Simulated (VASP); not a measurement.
# Si2B2C (P-6m2) in VASP: further runs, part 2 of 2

VASP 6.6.1. The steps go on from the part before.

### Step 4. Relaxation of cell and atoms, PBE

This run uses another cell than the first one, of 13.48 Å³/atom, 1.155 times its volume.

File INCAR:

```
PREC = Accurate
ENCUT = 600
EDIFF = 1E-6
ISMEAR = 0
SIGMA = 0.1
LREAL = F
LASPH = T
NELM = 60
ALGO = Normal
ISIF = 3
LWAVE = F
LCHARG = F
GGA = PE
IBRION = 2
NSW = 90
EDIFFG = -0.04
```

File KPOINTS:

```
Automatic mesh
0
Gamma
  6 6 4
```

File POSCAR:

```
Si2B2C
1.0
    3.6132720700      0.0000000000      0.0000000000
   -1.8066360400      3.1291854100      0.0000000000
    0.0000000000      0.0000000000      5.9603258700
Si B C
2 2 1
Direct
    0.0000000000      0.0000000000      0.5000000000
    0.0000000000      0.0000000000      0.0000000000
    0.6666666700      0.3333333300      0.2437968000
    0.6666666700      0.3333333300      0.7562032000
    0.3333333300      0.6666666700      0.0000000000
```

Potentials or basis: VASP PAW PBE potentials, release 64 (Si, B, C).

The run is started by

```bash
> cat potpaw_PBE.64/Si/POTCAR potpaw_PBE.64/B/POTCAR potpaw_PBE.64/C/POTCAR > POTCAR
> mpirun -np 1 vasp_std > vasp.out
```

OUTCAR:

```text
PREC = Accurate
   ENCUT = 600
   EDIFF = 1E-6
   ISMEAR = 0
   LREAL = F
   LASPH = T
   NELM = 60
   ISIF = 3
   GGA = PE
   IBRION = 2
   NSW = 90
   EDIFFG = -0.04

 ion  position               nearest neighbor table
   1  0.000  0.000  0.500-   3 2.59   4 2.59   3 2.59   4 2.59   3 2.59   4 2.59   2 2.98   2 2.98

   2  0.000  0.000  0.000-   5 2.09   5 2.09   5 2.09   3 2.54   4 2.54   4 2.54   3 2.54   4 2.54
                             3 2.54   1 2.98   1 2.98
   3  0.667  0.333  0.244-   2 2.54   2 2.54   2 2.54   1 2.59   1 2.59   1 2.59
   4  0.667  0.333  0.756-   2 2.54   2 2.54   2 2.54   1 2.59   1 2.59   1 2.59
   5  0.333  0.667  0.000-   2 2.09   2 2.09   2 2.09

  LATTYP: Found a hexagonal cell.
 ALAT       =     3.6132720700
 C/A-ratio  =     1.6495646479

  Lattice vectors:

 A1 = (   3.6132720700,   0.0000000000,   0.0000000000)
 A2 = (  -1.8066360400,   3.1291854100,   0.0000000000)
 A3 = (   0.0000000000,   0.0000000000,   5.9603258700)

Analysis of symmetry for initial positions (statically):
=====================================================================
 Subroutine PRICEL returns:
 Original cell was already a primitive cell.

 Routine SETGRP: Setting up the symmetry group for a
 hexagonal supercell.

 Subroutine GETGRP returns: Found 12 space group operations
 (whereof 12 operations were pure point group operations)
 out of a pool of 24 trial point group operations.

The static configuration has the point symmetry D_3h.

Analysis of symmetry for dynamics (positions and initial velocities):
=====================================================================
 Subroutine PRICEL returns:
 Original cell was already a primitive cell.

 Routine SETGRP: Setting up the symmetry group for a
 hexagonal supercell.

 Subroutine GETGRP returns: Found 12 space group operations
 (whereof 12 operations were pure point group operations)
 out of a pool of 24 trial point group operations.

The dynamic configuration has the point symmetry D_3h.

 Subroutine INISYM returns: Found 12 space group operations
 (whereof 12 operations are pure point group operations),
 and found     1 'primitive' translations

----------------------------------------------------------------------------------------

                                     Primitive cell

  volume of cell :      67.3910

  direct lattice vectors                    reciprocal lattice vectors
     3.613272070  0.000000000  0.000000000     0.276757460  0.159785994  0.000000000
    -1.806636040  3.129185410  0.000000000     0.000000000  0.319571987  0.000000000
     0.000000000  0.000000000  5.960325870     0.000000000  0.000000000  0.167776062

  length of vectors
     3.613272070  3.613272078  5.960325870     0.319571988  0.319571987  0.167776062

  position of ions in fractional coordinates (direct lattice)
     0.000000000  0.000000000  0.500000000
     0.000000000  0.000000000  0.000000000
     0.666666670  0.333333330  0.243796800
     0.666666670  0.333333330  0.756203200
     0.333333330  0.666666670  0.000000000

  ion indices of the primitive-cell ions
   primitive index   ion index
                 1           1
                 2           2
                 3           3
                 4           4
                 5           5

----------------------------------------------------------------------------------------

 KPOINTS: Automatic mesh

Automatic generation of k-mesh.
[... 70 lines left out ...]
   POTIM  = 0.5000    time-step for ionic-motion
   TEBEG  =    0.0;   TEEND  =   0.0 temperature during run
   PSTRESS=    0.0 pullay stress
   NELECT =      18.0000    total number of electrons
   NUPDOWN=      -1.0000    fix difference up-down
   EMIN   =  10.00;   EMAX   =-10.00  energy-range for DOS
   EFERMI =   0.00;   METHOD = LEGACY
   ISMEAR =     0;   SIGMA  =   0.10  broadening in eV -4-tet -1-fermi 0-gaus
   EFERMI_NEDOS =   21; number of points for ismear=-14 and -15
   IALGO  =     38    algorithm
   IMIX   =      4    mixing-type and parameters
     AMIX     =   0.40;   BMIX     =  1.00
     AMIX_MAG =   1.60;   BMIX_MAG =  1.00
  volume/ion in A,a.u.               =      13.48        90.96
  Fermi-wavevector in a.u.,A,eV,Ry     =   1.054302  1.992342 15.123591  1.111553
  Thomas-Fermi vector in A             =   2.189457
   LORBIT       =      0    0 simple, 1 ext, 2 COOP (PROOUT), +10 PAW based schemes
   GGA     = PE    functional components
   LHFCALC =     F    Hartree Fock is set to
   AEXX    =    0.0000 exact exchange contribution
   IVDW    =     0    specifies the selected vdW correction
   LEPSILON=     F    determine dielectric tensor
   LRPA    =     F    only Hartree local field effects (RPA)
 conjugate gradient relaxation of ions
 non-spin polarized calculation
 Gauss-broadening in eV      SIGMA  =   0.10
  energy-cutoff  :      600.00
  volume of cell :       67.39
 maximum number of plane-waves:      2268
 NGX is ok and might be reduce to    30
   NGX = 15   NGY = 15   NGZ = 23

--------------------------------------- Ionic step        1  -------------------------------------------

 number of electron      18.0000001 magnetization

 Free energy of the ion-electron system (eV)
  ---------------------------------------------------
  ext. energy  EPLUGINS =         0.00000000
  ---------------------------------------------------
  free energy    TOTEN  =       -24.25263114 eV

  energy without entropy =      -24.23572956  energy(sigma->0) =      -24.24418035

------------------------ aborting loop because EDIFF is reached ----------------------------------------

  FORCE on cell =-STRESS in cart. coord.  units (eV):
  Direction    XX          YY          ZZ          XY          YZ          ZX
  --------------------------------------------------------------------------------------
  -------------------------------------------------------------------------------------
  Total      -10.6703119    -10.6703120     -7.3468257      0.0000000     -0.0000000      0.0000000
  in kB     -253.6797094   -253.6797105   -174.6659918      0.0000004     -0.0000000      0.0000000
  external PRESSURE =    -227.3418039 kB  Pullay stress =       0.0000000 kB
[... 98 lines left out ...]
  FREE ENERGIE OF THE ION-ELECTRON SYSTEM (eV)
  ---------------------------------------------------
  free  energy   TOTEN  =       -26.0767485181 eV

  energy  without entropy=      -26.0564840268  energy(sigma->0) =      -26.06661627

 E-fermi :  10.2597     XC(G=0): -11.9346

 val. band max:       10.2276047393   @ k =   0.3333   0.1667   0.2500
 cond. band min:      10.3083635746   @ k =   0.3333   0.3333   0.5000
 fundamental gap:      0.0807588353
 Fermi energy:        10.2596913711

 k-point     1 :       0.0000    0.0000    0.0000
  band No.  band energies     occupation
      1      -6.9216      2.00000
      2      -3.9780      2.00000
      3      -0.1493      2.00000
      4       6.9889      2.00000
      5       6.9889      2.00000
      6       7.5753      2.00000
      7       7.5753      2.00000
      8       8.4775      2.00000
      9      10.6217      0.00000
     10      13.8975      0.00000
     11      13.8975      0.00000
     12      14.7947      0.00000
     13      15.7886      0.00000
[... 306 lines left out ...]
  band No.  band energies     occupation
      1      -1.9592      2.00000
      2      -1.6298      2.00000
      3       0.0639      2.00000
      4       0.2980      2.00000
      5       1.4022      2.00000
      6       1.9063      2.00000
      7       8.1920      2.00000
      8       8.6446      2.00000
      9       9.0663      2.00000
     10       9.4341      2.00000
     11      10.3084      0.49125
     12      11.5003      0.00000
     13      17.4532      0.00000

[... ionic steps 4 to 20 ...]

--------------------------------------- Ionic step       21  -------------------------------------------

 number of electron      18.0000001 magnetization

------------------------ aborting loop because EDIFF is reached ----------------------------------------
[... 73 lines left out ...]
--------------------------------------- Ionic step       23  -------------------------------------------

 number of electron      18.0000000 magnetization

 Free energy of the ion-electron system (eV)
  ---------------------------------------------------
  ext. energy  EPLUGINS =         0.00000000
  ---------------------------------------------------
  free energy    TOTEN  =       -28.96679556 eV

  energy without entropy =      -28.95574865  energy(sigma->0) =      -28.96127210

 E-fermi :   6.6104     XC(G=0): -10.6229

 val. band max:        6.5840507987   @ k =   0.3333   0.3333   0.5000
 cond. band min:       6.6238329025   @ k =   0.5000   0.0000   0.0000
 fundamental gap:      0.0397821038
 Fermi energy:         6.6104033395

 k-point     1 :       0.0000    0.0000    0.0000
  band No.  band energies     occupation
      1      -8.3512      2.00000
      2      -7.3444      2.00000
      3      -1.5396      2.00000
      4       4.1096      2.00000
      5       4.1096      2.00000
      6       4.2622      2.00000
      7       4.2907      2.00000
      8       4.8738      2.00000
      9       4.8738      2.00000
     10      10.4057      0.00000
     11      10.8684      0.00000
     12      10.8684      0.00000
     13      11.7685      0.00000
[... 350 lines left out ...]
  FREE ENERGIE OF THE ION-ELECTRON SYSTEM (eV)
  ---------------------------------------------------
  free  energy   TOTEN  =       -28.9667955562 eV

  energy  without entropy=      -28.9557486472  energy(sigma->0) =      -28.96127210

 reached required accuracy - stopping structural energy minimisation
```

CONTCAR:

```text
Si2B2C
   1.00000000000000
     3.2002197150656233    0.0000000008513474    0.0000000000000000
    -1.6001098612239466    2.7714715744092042    0.0000000000000000
    -0.0000000000000000    0.0000000000000000    6.6351755320003019
  Si              B               C
     2     2     1
Direct
     0.0000000000000000    0.0000000000000000    0.5000000000000000
     0.0000000000000000    0.0000000000000000    0.0000000000000000
     0.6666666699999979    0.3333333300000021    0.3722706038566543
     0.6666666699999979    0.3333333300000021    0.6277293961433458
     0.3333333300000021    0.6666666699999979    0.0000000000000000

  0.00000000E+00  0.00000000E+00  0.00000000E+00
  0.00000000E+00  0.00000000E+00  0.00000000E+00
  0.00000000E+00  0.00000000E+00  0.00000000E+00
  0.00000000E+00  0.00000000E+00  0.00000000E+00
  0.00000000E+00  0.00000000E+00  0.00000000E+00
```

Wall time 5.1 min (1 thread of Intel Xeon Platinum 8259CL at 2.50GHz (Skylake/Cascade Lake), shared host); peak memory 0.22 GiB.

Results:

- Free energy: -28.9668 eV
- Relaxed volume: 11.77 Å³/atom
- Relaxed cell: a = 3.200 Å, b = 3.200 Å, c = 6.635 Å, α = 90.00°, β = 90.00°, γ = 120.00°
- Space group after relaxing (to 0.05 Å): P-6m2 (No. 187)
- Energy gained by relaxing: 942.8 meV/atom
- Ionic steps: 23
- Pressure after relaxing: -0.2 GPa
- Band gap on the k mesh: zero (band 9 reaches 7.56 eV, above the bottom of band 10 at 5.31 eV)

Stress tensor (GPa, compression positive):
```
-0.14  0.00  0.00
 0.00 -0.14  0.00
 0.00  0.00 -0.24
```

Step by step:
| step | energy change (eV) | largest force (eV/Å) | pressure (GPa) | volume (Å³) |
| --- | --- | --- | --- | --- |
| 1 | 0.0000 | 1.2640 | -22.73 | 67.39 |
| 2 | -1.8186 | 2.8178 | 0.88 | 50.39 |
| 3 | -1.8241 | 2.8848 | 3.87 | 49.49 |
| 4 | -2.6423 | 2.7846 | 12.23 | 47.12 |
| 5 | -0.5908 | 12.3879 | 88.55 | 40.46 |
| 6 | -2.7597 | 2.6909 | 16.48 | 46.26 |
| 7 | -3.1988 | 1.1516 | 39.55 | 43.29 |
| 8 | -3.4438 | 0.1026 | 37.67 | 44.02 |
| 9 | -3.5003 | 1.4522 | 37.10 | 44.54 |
| 10 | -3.8521 | 0.9118 | 26.22 | 46.28 |
| 11 | -4.3072 | 0.2836 | 2.91 | 51.39 |
| 12 | -4.3176 | 0.4399 | -0.05 | 52.27 |
| 13 | -4.3178 | 0.4673 | -0.57 | 52.44 |
| 14 | -4.3559 | 0.4847 | -0.38 | 52.61 |
| 15 | -4.4551 | 0.6138 | 0.04 | 53.12 |
| 16 | -4.5705 | 0.9140 | 1.64 | 54.04 |
| 17 | -4.5056 | 1.0325 | 8.63 | 55.54 |
| 18 | -4.6061 | 0.9416 | 3.41 | 54.53 |
| 19 | -4.6019 | 0.9642 | 5.03 | 54.92 |
| 20 | -4.6096 | 0.9504 | 4.05 | 54.69 |
| 21 | -4.6672 | 0.6966 | 2.36 | 56.01 |
| 22 | -4.7130 | 0.0890 | -0.41 | 59.24 |
| 23 | -4.7142 | 0.0008 | -0.18 | 58.85 |

Final structure:
```
Si B C
1.0
     3.20022    0.00000    0.00000
    -1.60011    2.77147    0.00000
     0.00000    0.00000    6.63518
Si B C
2 2 1
Direct
  0.00000 0.00000 0.50000
  0.00000 0.00000 0.00000
  0.66667 0.33333 0.37227
  0.66667 0.33333 0.62773
  0.33333 0.66667 0.00000
```

### Step 5. Single point, PBE

This run uses another cell than the first one, of 11.90 Å³/atom, 1.019 times its volume.

File INCAR:

```
SYSTEM = Si2B2C
PREC = Accurate
ENCUT = 520
EDIFF = 1E-6
ISMEAR = 0
SIGMA = 0.1
LREAL = .False.
LASPH = .True.
NELM = 80
ALGO = Normal
ISIF = 2
LWAVE = .False.
LCHARG = .True.
GGA = PE
LELF = .True.
LVHAR = .True.
NBANDS = 17
```

File KPOINTS:

```
regular mesh
0
Gamma
  12 12 6
  0 0 0
```

File POSCAR:

```
Si2B2C
1.0
    3.1995207659      0.0000000000      0.0000000000
   -1.5997603830      2.7708662632      0.0000000000
    0.0000000000      0.0000000000      6.7099604917
Si B C
2 2 1
Direct
    0.0000000000      0.0000000000      0.5000000000
    0.0000000000      0.0000000000      0.0000000000
    0.6666666667      0.3333333333      0.3739939601
    0.6666666667      0.3333333333      0.6260060399
    0.3333333333      0.6666666667      0.0000000000
```

The run is started by

```bash
> cat potpaw_PBE.64/Si/POTCAR potpaw_PBE.64/B/POTCAR potpaw_PBE.64/C/POTCAR > POTCAR
> mpirun -np 1 vasp_std > vasp.out
```

Wall time 45 s (1 thread of Intel Xeon Platinum 8259CL at 2.50GHz (Skylake/Cascade Lake), shared host); peak memory 0.21 GiB.

Results (log left out):

* Free energy: -28.9648 eV
* Pressure: 0.0 GPa
* Largest force: 0.013 eV/Å
* Band gap on the k mesh: zero (band 9 reaches 7.39 eV, above the bottom of band 10 at 5.20 eV)

Forces in eV/Å, atoms in the order of the input:
```
Si   0.000  0.000  0.000
Si   0.000  0.000  0.000
B    0.000  0.000 -0.013
B    0.000  0.000  0.013
C    0.000  0.000  0.000
```

Stress tensor (GPa, compression positive):
```
-0.08  0.00  0.00
 0.00 -0.08  0.00
 0.00  0.00  0.03
```

Levels at points of the mesh, in eV from the Fermi level:
```csv
k point,band 7,band 8,band 9,band 10,band 11,band 12
"(0.00, 0.00, 0.00)",-2.21,-1.60,-1.60,3.89,4.44,4.44
"(0.50, 0.00, 0.00)",-3.52,-3.27,-0.19,0.07,1.69,2.66
"(0.00, 0.00, 0.50)",-1.59,-1.59,0.65,3.31,4.17,4.17
"(0.50, 0.00, 0.50)",-3.30,-2.39,-1.99,-1.15,2.47,2.58
```

### Step 6. Summary

| task | cell | k mesh | cutoff (eV) | gap on the mesh (eV) | pressure (GPa) | largest force (eV/Å) |
| --- | --- | --- | --- | --- | --- | --- |
| single point | a = 3.201, b = 3.201, c = 6.577 Å, angles 90.0, 90.0, 120.0°, 5 atoms | 6 × 6 × 4 | 520 | none | 0.1 | 0.02 |
| single point | a = 3.613, b = 3.613, c = 5.960 Å, angles 90.0, 90.0, 120.0°, 5 atoms | 6 × 6 × 4 | 520 | none | -22.7 | 1.26 |
| relaxation of cell and atoms | relaxed from a = 3.613, b = 3.613, c = 5.960 Å, angles 90.0, 90.0, 120.0°, 5 atoms | 6 × 6 × 4 | 600 | none | -0.2 | - |
| single point | a = 3.200, b = 3.200, c = 6.710 Å, angles 90.0, 90.0, 120.0°, 5 atoms | 12 × 12 × 6 | 520 | none | 0.0 | 0.01 |

Alike in all rows: level PBE; potentials or basis VASP PAW PBE potentials, release 64 (Si, B, C); no spin polarisation; smearing gaussian 0.1 eV.

Caveats: some runs use coarse meshes; forces of over 1 eV/Å act on the atoms, so gaps and moduli don't describe the material at rest (some runs).

Absolute energies hang on the potentials; compare differences alone.
